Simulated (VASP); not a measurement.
# Mg (Im-3m) in VASP: notebook

Mg is run at these levels: r2SCAN, PBE+D3(BJ), PBE; tasks: single point.

All numbers are computed with VASP 6.6.1; they aren't measurements. Logs are shortened: lines on timing, memory, paths and dates and some standing lists are left out, and cuts for length are marked.

## 1. The cell of the first run

It takes space group Im-3m (No. 229, cubic). The conventional cell has a = 3.546 Å, b = 3.546 Å, c = 3.546 Å, α = 90.00°, β = 90.00°, γ = 90.00°. Within 4.0 Å of Mg (site symmetry m-3m) lie 14 Mg at 3.07 to 3.55 Å.

This isn't the form of Mg at room conditions, which is hcp.

## 2. Single point, r2SCAN

Input file POSCAR:

```
Mg
1.0
   -1.7727644967      1.7727644967      1.7727644967
    1.7727644967     -1.7727644967      1.7727644967
    1.7727644967      1.7727644967     -1.7727644967
Mg
1
Direct
    0.0000000000      0.0000000000      0.0000000000
```

Input file INCAR.step1:

```
SYSTEM = Mg
PREC     = Accurate       ! precision mode
ENCUT    = 520            ! plane-wave cutoff, eV
ISMEAR   = 1              ! smearing method
SIGMA    = 0.01           ! smearing width, eV
LREAL    = .FALSE.        ! projectors in reciprocal space
LASPH    = .TRUE.         ! aspherical terms in the spheres
NELM     = 80             ! most SCF steps
ISYM     = 0            
NBANDS   = 7              ! bands
GGA      = PE             ! functional
ALGO     = Normal         ! electronic algorithm
EDIFF    = 1E-4           ! SCF threshold, eV
LWAVE    = .TRUE.         ! write WAVECAR
LCHARG   = .FALSE.        ! write CHGCAR
```

Input file INCAR.step2:

```
SYSTEM = Mg
PREC     = Accurate       ! precision mode
ENCUT    = 520            ! plane-wave cutoff, eV
EDIFF    = 1E-6           ! SCF threshold, eV
ISMEAR   = 1              ! smearing method
SIGMA    = 0.01           ! smearing width, eV
LREAL    = .FALSE.        ! projectors in reciprocal space
LASPH    = .TRUE.         ! aspherical terms in the spheres
NELM     = 80             ! most SCF steps
ALGO     = Normal         ! electronic algorithm
ISIF     = 2              ! what is computed and relaxed
LWAVE    = .FALSE.        ! write WAVECAR
LCHARG   = .FALSE.        ! write CHGCAR
METAGGA  = R2SCAN         ! meta-GGA
LMIXTAU  = .TRUE.       
ISYM     = 0            
NBANDS   = 7              ! bands
ISTART   = 1
```

Input file KPOINTS:

```
Automatic mesh
0
G
  11 11 11
  0 0 0
```

Potentials or basis: VASP PAW PBE potentials, release 64 (Mg).

On the command line:

```bash
$ cat potpaw_PBE.64/Mg/POTCAR > POTCAR
$ cp INCAR.step1 INCAR
$ mpirun -np 1 vasp_std > vasp.out
$ cp INCAR.step2 INCAR
$ mpirun -np 1 vasp_std > vasp.out
```

OUTCAR:

```text
SYSTEM = Mg
   PREC = Accurate
   ENCUT = 520
   EDIFF = 1E-6
   ISMEAR = 1
   LREAL = .FALSE.
   LASPH = .TRUE.
   NELM = 80
   ISIF = 2
   METAGGA = R2SCAN
   ISYM = 0
   ISTART = 1

 ion  position               nearest neighbor table
   1  0.000  0.000  0.000-

IMPORTANT INFORMATION: All symmetrisations will be switched off!
NOSYMM: (Re-)initialisation of all symmetry stuff for point group C_1.

----------------------------------------------------------------------------------------

                                     Primitive cell

  volume of cell :      22.2850

  direct lattice vectors                    reciprocal lattice vectors
    -1.772764497  1.772764497  1.772764497     0.000000000  0.282045360  0.282045360
     1.772764497 -1.772764497  1.772764497     0.282045360  0.000000000  0.282045360
     1.772764497  1.772764497 -1.772764497     0.282045360  0.282045360  0.000000000

  length of vectors
     3.070518178  3.070518178  3.070518178     0.398872373  0.398872373  0.398872373

  position of ions in fractional coordinates (direct lattice)
     0.000000000  0.000000000  0.000000000

  ion indices of the primitive-cell ions
   primitive index   ion index
                 1           1

----------------------------------------------------------------------------------------

 KPOINTS: Automatic mesh

Automatic generation of k-mesh.
 Grid dimensions read from file:
 generate k-points for:   11   11   11

 Generating k-lattice:

  Cartesian coordinates                     Fractional coordinates (reciprocal lattice)
     0.000000000  0.025640487  0.025640487     0.090909091  0.000000000  0.000000000
     0.025640487  0.000000000  0.025640487     0.000000000  0.090909091  0.000000000
     0.025640487  0.025640487  0.000000000     0.000000000  0.000000000  0.090909091

  Length of vectors
     0.036261125  0.036261125  0.036261125

  Shift w.r.t. Gamma in fractional coordinates (k-lattice)
     0.000000000  0.000000000  0.000000000

 Subroutine IBZKPT returns following result:
 ===========================================

 Found    666 irreducible k-points:

 Following reciprocal coordinates:
            Coordinates               Weight
  0.000000  0.000000  0.000000      1.000000
  0.090909  0.000000  0.000000      2.000000
  0.000000  0.090909  0.000000      2.000000
  0.000000  0.000000  0.090909      2.000000
  0.090909  0.000000 -0.090909      2.000000
  0.090909 -0.090909  0.000000      2.000000
[... 16 lines left out ...]
  0.363636  0.000000 -0.363636      2.000000
  0.363636 -0.363636  0.000000      2.000000
 [... further k-points ...]
   k-points           NKPTS =    666   k-points in BZ     NKDIM =    666   number of bands    NBANDS=      7
   number of dos      NEDOS =    301   number of ions     NIONS =      1
   total plane-waves  NPLWV =  13824
   dimension x,y,z NGX =    24 NGY =   24 NGZ =   24
   dimension x,y,z NGXF=    48 NGYF=   48 NGZF=   48
   ions per type =               1
   NGX,Y,Z   is equivalent  to a cutoff of  12.99, 12.99, 12.99 a.u.
   NGXF,Y,Z  is equivalent  to a cutoff of  25.99, 25.99, 25.99 a.u.
 SYSTEM =  Mg
   PREC   = accura    normal or accurate (medium, high low for compatibility)
   ISTART =      1    job   : 0-new  1-cont  2-samecut
   ICHARG =      0    charge: 1-file 2-atom 10-const
   ISPIN  =      1    spin polarized calculation?
   LNONCOLLINEAR =      F non collinear calculations
   LSORBIT =      F    spin-orbit coupling
   LASPH  =      T    aspherical Exc in radial PAW
   ENCUT  =  520.0 eV  38.22 Ry    6.18 a.u.   5.71  5.71  5.71*2*pi/ulx,y,z
   NELM   =     80;   NELMIN=  2; NELMDL=  0     # of ELM steps
   EDIFF  = 0.1E-05   stopping-criterion for ELM
   LREAL  =      F    real-space projection
   EDIFFG = 0.1E-04   stopping-criterion for IOM
   NSW    =      0    number of steps for IOM
   IBRION =     -1    ionic relax: 0-MD 1-quasi-New 2-CG
   NFREE  =      0    steps in history (QN), initial steepest desc. (CG)
   ISIF   =      2    stress and relaxation
   ISYM   =      0    0-nonsym 1-usesym 2-fastsym
   POTIM  = 0.5000    time-step for ionic-motion
   TEBEG  =    0.0;   TEEND  =   0.0 temperature during run
   PSTRESS=    0.0 pullay stress
   NELECT =       2.0000    total number of electrons
   NUPDOWN=      -1.0000    fix difference up-down
   EMIN   =  10.00;   EMAX   =-10.00  energy-range for DOS
   EFERMI =   0.00;   METHOD = LEGACY
   ISMEAR =     1;   SIGMA  =   0.01  broadening in eV -4-tet -1-fermi 0-gaus
   EFERMI_NEDOS =   21; number of points for ismear=-14 and -15
   IALGO  =     38    algorithm
   IMIX   =      4    mixing-type and parameters
     AMIX     =   0.40;   BMIX     =  1.00
     AMIX_MAG =   1.60;   BMIX_MAG =  1.00
  volume/ion in A,a.u.               =      22.29       150.39
  Fermi-wavevector in a.u.,A,eV,Ry     =   0.732960  1.385094  7.309469  0.537231
  Thomas-Fermi vector in A             =   1.825552
[... 88 lines left out ...]
      6      18.0508      0.00000
      7      19.8277      0.00000

 k-point     7 :       0.0000    0.0909   -0.0909
  band No.  band energies     occupation
      1      -4.5002      2.00000
      2      14.7722      0.00000
      3      15.9676      0.00000
      4      16.1607      0.00000
      5      17.6517      0.00000
      6      18.0508      0.00000
      7      19.8277      0.00000

 k-point     8 :       0.1818    0.0000    0.0000
  band No.  band energies     occupation
      1      -3.8699      2.00000
      2      11.3730      0.00000
      3      14.5308      0.00000
      4      15.0288      0.00000
      5      16.1891      0.00000
      6      17.3379      0.00000
      7      20.3693      0.00000

 k-point     9 :       0.0000    0.1818    0.0000
  band No.  band energies     occupation
      1      -3.8699      2.00000
      2      11.3730      0.00000
      3      14.5308      0.00000
      4      15.0288      0.00000
      5      16.1891      0.00000
      6      17.3379      0.00000
      7      20.3693      0.00000

 k-point    10 :       0.0000    0.0000    0.1818
  band No.  band energies     occupation
      1      -3.8699      2.00000
      2      11.3730      0.00000
      3      14.5308      0.00000
      4      15.0288      0.00000
      5      16.1891      0.00000
      6      17.3379      0.00000
      7      20.3693      0.00000

 k-point    11 :       0.1818    0.0000   -0.1818
  band No.  band energies     occupation
      1      -3.8699      2.00000
      2      11.3730      0.00000
      3      14.5308      0.00000
      4      15.0288      0.00000
      5      16.1891      0.00000
      6      17.3379      0.00000
      7      20.3693      0.00000
[... 51 lines left out ...]
 k-point    17 :       0.2727    0.0000   -0.2727
  band No.  band energies     occupation
      1      -2.8287      2.00000
      2       8.1643      0.00000
      3      13.3542      0.00000
      4      14.1135      0.00000
      5      15.0837      0.00000
      6      16.5633      0.00000
      7      21.2976      0.00000

 k-point    18 :       0.2727   -0.2727    0.0000
  band No.  band energies     occupation
      1      -2.8287      2.00000
      2       8.1643      0.00000
      3      13.3542      0.00000
      4      14.1135      0.00000
      5      15.0837      0.00000
      6      16.5633      0.00000
      7      21.2976      0.00000

 k-point    19 :       0.0000    0.2727   -0.2727
  band No.  band energies     occupation
      1      -2.8287      2.00000
      2       8.1643      0.00000
      3      13.3542      0.00000
      4      14.1135      0.00000
      5      15.0837      0.00000
      6      16.5633      0.00000
      7      21.2976      0.00000

 k-point    20 :       0.3636    0.0000    0.0000
  band No.  band energies     occupation
      1      -1.3921      2.00000
      2       5.2722      0.00000
      3      12.5495      0.00000
      4      13.4934      0.00000
      5      14.3475      0.00000
      6      15.9337      0.00000
      7      22.3311      0.00000

 k-point    21 :       0.0000    0.3636    0.0000
  band No.  band energies     occupation
      1      -1.3921      2.00000
      2       5.2722      0.00000
      3      12.5495      0.00000
      4      13.4934      0.00000
      5      14.3475      0.00000
      6      15.9337      0.00000
      7      22.3311      0.00000

 k-point    22 :       0.0000    0.0000    0.3636
  band No.  band energies     occupation
      1      -1.3921      2.00000
      2       5.2722      0.00000
      3      12.5495      0.00000
      4      13.4934      0.00000
      5      14.3475      0.00000
      6      15.9337      0.00000
      7      22.3311      0.00000

 k-point    23 :       0.3636    0.0000   -0.3636
  band No.  band energies     occupation
      1      -1.3921      2.00000
      2       5.2722      0.00000
      3      12.5495      0.00000
      4      13.4934      0.00000
      5      14.3475      0.00000
      6      15.9337      0.00000
      7      22.3311      0.00000

 k-point    24 :       0.3636   -0.3636    0.0000
  band No.  band energies     occupation
      1      -1.3921      2.00000
      2       5.2722      0.00000
      3      12.5495      0.00000
      4      13.4934      0.00000
      5      14.3475      0.00000
      6      15.9337      0.00000
      7      22.3311      0.00000

 [... further k-points ...]
[... 5 lines left out ...]
  --------------------------------------------------------------------------------------
  -------------------------------------------------------------------------------------
  Total        0.0115126      0.0115127      0.0115126      0.0000305      0.0000305      0.0000305
  in kB        0.8276969      0.8277010      0.8276982      0.0021947      0.0021907      0.0021948
  external PRESSURE =       0.8276987 kB  Pullay stress =       0.0000000 kB

 VOLUME and BASIS-vectors are now :
 -----------------------------------------------------------------------------
  energy-cutoff  :      520.00
  volume of cell :       22.29
      direct lattice vectors                 reciprocal lattice vectors
    -1.772764497  1.772764497  1.772764497     0.000000000  0.282045360  0.282045360
     1.772764497 -1.772764497  1.772764497     0.282045360  0.000000000  0.282045360
     1.772764497  1.772764497 -1.772764497     0.282045360  0.282045360  0.000000000

 POSITION                                       TOTAL-FORCE (eV/Angst)
 -----------------------------------------------------------------------------------
      0.00000      0.00000      0.00000         0.000000     -0.000000      0.000000
 -----------------------------------------------------------------------------------
    total drift:                                0.000000     -0.000000      0.000000

  FREE ENERGIE OF THE ION-ELECTRON SYSTEM (eV)
  ---------------------------------------------------
  free  energy   TOTEN  =        -4.1266113832 eV

  energy  without entropy=       -4.1265741828  energy(sigma->0) =       -4.12659898
```

It took 2.8 min on 1 thread of Intel Xeon Platinum 8259CL at 2.50GHz (Skylake/Cascade Lake), shared host; peak memory 0.23 GiB.

What came out:

| Item | Value |
| --- | --- |
| Free energy | -4.1266 eV |
| Pressure | 0.1 GPa |
| Band gap on the k mesh | zero (bands 1 and 2 overlap by 3.10 eV) |

Levels at points of the mesh, in eV from the Fermi level:
```tsv
k point	band 1	band 2	band 3	band 4
(0.00, 0.00, 0.00)	-7.57	14.07	14.07	14.07
```

Caveat: the PAW data sets were made with another functional, which shifts forces and pressure a little.

## 3. Single point, PBE+D3(BJ)

This run uses another cell than the first one, of 21.61 Å³/atom.

Input file INCAR:

```
ALGO = Normal ; EDIFF = 1E-6
ENCUT = 520 ; GGA = PE
ISIF = 2 ; ISMEAR = -1
IVDW = 12 ; LASPH = True
LCHARG = True ; LELF = True
LREAL = False ; LVHAR = True
LWAVE = False ; NBANDS = 7
NELM = 60 ; PREC = Accurate
SIGMA = 0.05
```

Input file KPOINTS:

```
k-points
0
Gamma
  11 11 11
```

Input file POSCAR:

```
Mg
1.0
   -1.7546376674      1.7546376674      1.7546376674
    1.7546376674     -1.7546376674      1.7546376674
    1.7546376674      1.7546376674     -1.7546376674
Mg
1
Direct
    0.0000000000      0.0000000000      0.0000000000
```

Potentials or basis: VASP PAW PBE potentials, release 64 (Mg).

On the command line:

```bash
$ cat potpaw_PBE.64/Mg/POTCAR > POTCAR
$ mpirun -np 1 vasp_std > vasp.out
```

It took 9.1 s on 1 thread of Intel Xeon 8259CL, shared host; peak memory 0.15 GiB.

The run converged. Its results:

```yaml
Free_energy: -1.7769 eV
Pressure: -0.1 GPa
Band_gap_on_the_k_mesh: zero (bands 1 and 2 overlap by 3.07 eV)
Dispersion_energy_per_atom: -0.301 eV
```

Levels at points of the mesh, in eV from the Fermi level:
| k point | band 1 | band 2 | band 3 | band 4 |
| --- | --- | --- | --- | --- |
| (0.00, 0.00, 0.00) | -7.23 | 13.41 | 13.41 | 13.41 |

## 4. Single point, PBE+D3(BJ)

This run uses another cell than the first one, of 21.75 Å³/atom.

Input file INCAR:

```
PREC = Accurate
ENCUT = 520
EDIFF = 1E-6
ISMEAR = -1
SIGMA = 0.05
LREAL = False
LASPH = True
NELM = 80
ALGO = Fast
ISIF = 2
LWAVE = False
LCHARG = False
GGA = PE
IVDW = 12
NBANDS = 7
```

Input file KPOINTS:

```
regular mesh
0
Gamma
  11 11 11
```

Input file POSCAR:

```
Mg
1.0
   -1.7585440268      1.7585440268      1.7585440268
    1.7585440268     -1.7585440268      1.7585440268
    1.7585440268      1.7585440268     -1.7585440268
Mg
1
Direct
    0.0000000000      0.0000000000      0.0000000000
```

On the command line:

```bash
$ cat potpaw_PBE.64/Mg/POTCAR > POTCAR
$ mpirun -np 1 vasp_std > vasp.out
```

Wall time 8.5 s (1 thread of Intel Xeon 8259CL, shared host); peak memory 0.15 GiB.

Results (log left out):

* Free energy: -1.7767 eV
* Pressure: -0.4 GPa
* Band gap on the k mesh: zero (bands 1 and 2 overlap by 3.06 eV)
* Dispersion energy per atom: -0.299 eV

Levels at points of the mesh, in eV from the Fermi level:
```
           k point  band 1  band 2  band 3  band 4  band 5
(0.00, 0.00, 0.00)   -7.19   13.37   13.37   13.37   15.44
```

Caveat: three body term missing.

## 5. Single point, PBE

This run uses another cell than the first one, of 22.84 Å³/atom.

Input file INCAR:

```
SYSTEM = Mg
ALGO = Normal ; EDIFF = 1E-7
ENCUT = 520 ; GGA = PE
ISIF = 2 ; ISMEAR = -1
LASPH = .TRUE. ; LCHARG = .FALSE.
LREAL = .FALSE. ; LWAVE = .FALSE.
NBANDS = 7 ; NELM = 80
PREC = Accurate ; SIGMA = 0.05
```

Input file KPOINTS:

```
k-points
0
G
  11 11 11
  0 0 0
```

Input file POSCAR:

```
Mg
1.0
   -1.7873218839      1.7873218839      1.7873218839
    1.7873218839     -1.7873218839      1.7873218839
    1.7873218839      1.7873218839     -1.7873218839
Mg
1
Direct
    0.0000000000      0.0000000000      0.0000000000
```

On the command line:

```bash
$ cat potpaw_PBE.64/Mg/POTCAR > POTCAR
$ mpirun -np 1 vasp_std > vasp.out
```

Run time: 8.4 s. Hardware: 1 thread of Intel Xeon 8259CL, shared host; peak memory 0.14 GiB.

Results (log left out):

```
Free energy            : -1.4830 eV
Pressure               : -0.1 GPa
Band gap on the k mesh : zero (bands 1 and 2 overlap by 3.03 eV)
```

Levels at points of the mesh, in eV from the Fermi level:
```csv
k point,band 1,band 2,band 3,band 4,band 5
"(0.00, 0.00, 0.00)",-6.96,13.06,13.06,13.06,15.08
```

## 6. Single point, PBE+D3(BJ)

Input file INCAR:

```
SYSTEM = Mg
PREC = Accurate
ENCUT = 520
EDIFF = 1E-6
ISMEAR = -1
SIGMA = 0.05
LREAL = .False.
LASPH = .True.
NELM = 100
ALGO = Fast
ISIF = 2
LWAVE = .False.
LCHARG = .False.
GGA = PE
IVDW = 12
NBANDS = 7
```

Input file KPOINTS:

```
Automatic mesh
0
Gamma
  11 11 11
  0 0 0
```

Input file POSCAR:

```
Mg
1.0
   -1.7727644967      1.7727644967      1.7727644967
    1.7727644967     -1.7727644967      1.7727644967
    1.7727644967      1.7727644967     -1.7727644967
Mg
1
Direct
    0.0000000000      0.0000000000      0.0000000000
```

Potentials or basis: VASP PAW PBE potentials, release 64 (Mg).

On the command line:

```bash
$ cat potpaw_PBE.64/Mg/POTCAR > POTCAR
$ mpirun -np 1 vasp_std > vasp.out
```

It took 8.4 s on 1 thread of Intel Xeon 8259CL, shared host; peak memory 0.15 GiB.

Results (log left out):

| Item | Value |
| --- | --- |
| Free energy | -1.7740 eV |
| Pressure | -1.3 GPa |
| Band gap on the k mesh | zero (bands 1 and 2 overlap by 3.05 eV) |
| Dispersion energy per atom | -0.292 eV |

Levels at points of the mesh, in eV from the Fermi level:
| k point | band 1 | band 2 | band 3 | band 4 |
| --- | --- | --- | --- | --- |
| (0.00, 0.00, 0.00) | -7.08 | 13.21 | 13.21 | 13.21 |

Caveat: three body term missing.

## 7. Summary

```csv
level,cell,smearing,gap on the mesh (eV),pressure (GPa)
r2SCAN,"a = 3.071 Å, angles 109.5°, 1 atom",methfessel-paxton 0.01 eV,none,0.1
PBE+D3(BJ),"a = 3.039 Å, angles 109.5°, 1 atom",fermi-dirac 0.05 eV,none,-0.1
PBE+D3(BJ),"a = 3.046 Å, angles 109.5°, 1 atom",fermi-dirac 0.05 eV,none,-0.4
PBE,"a = 3.096 Å, angles 109.5°, 1 atom",fermi-dirac 0.05 eV,none,-0.1
PBE+D3(BJ),"a = 3.071 Å, angles 109.5°, 1 atom",fermi-dirac 0.05 eV,none,-1.3
```

Alike in all rows: task single point; potentials or basis VASP PAW PBE potentials, release 64 (Mg); no spin polarisation; k mesh 11 × 11 × 11; cutoff (eV) 520.

Caveats: three body term missing (at least some runs); the PAW data sets were made with another functional, which shifts forces and pressure a little (at least some runs).

Absolute energies hang on the potentials; compare differences alone.
